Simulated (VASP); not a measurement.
Lu: single point with HSE06

Lu:

```xyz
1
Lattice="0.0000 2.4413 2.4413 2.4413 0.0000 2.4413 2.4413 2.4413 0.0000" Properties=species:S:1:pos:R:3 pbc="T T T"
Lu    0.0000    0.0000    0.0000
```

This isn't the form of Lu at room conditions, which is hcp.

```yaml
Program: VASP 6.6.1
Task: single point
Functional: HSE06
Potentials_or_basis: VASP PAW PBE potentials, release 64 (Lu)
Cutoff: 520 eV
k_mesh: 6 × 6 × 6
Occupations: fermi-dirac, width 0.1 eV
Spin: no spin polarisation
```

The pressure is 2.7 GPa. The band gap on the k mesh is zero (an odd number of electrons rules out a gap without spin polarisation).

Levels at points of the mesh, in eV from the Fermi level:
```csv
k point,band 10,band 11,band 12,band 13,band 14,band 15
"(0.00, 0.00, 0.00)",-8.00,-8.00,-7.10,2.89,2.89,2.89
"(0.50, 0.00, 0.00)",-8.02,-8.00,-2.89,0.03,2.62,2.62
"(0.50, 0.50, 0.00)",-8.03,-8.02,-2.34,-0.82,1.98,7.35
```

Run time: 57 min on 1 thread of AMD EPYC 7R13 Processor (Zen 3), with other jobs on the host, peak memory 0.24 GiB.

Caveat: the k points lie up to 0.37 Å⁻¹ apart, too coarse for converged energies and pressures of a metal; the PAW data sets were made with another functional, which shifts forces and pressure a little; spin-orbit coupling is left out, which moves the levels of the heavy elements.
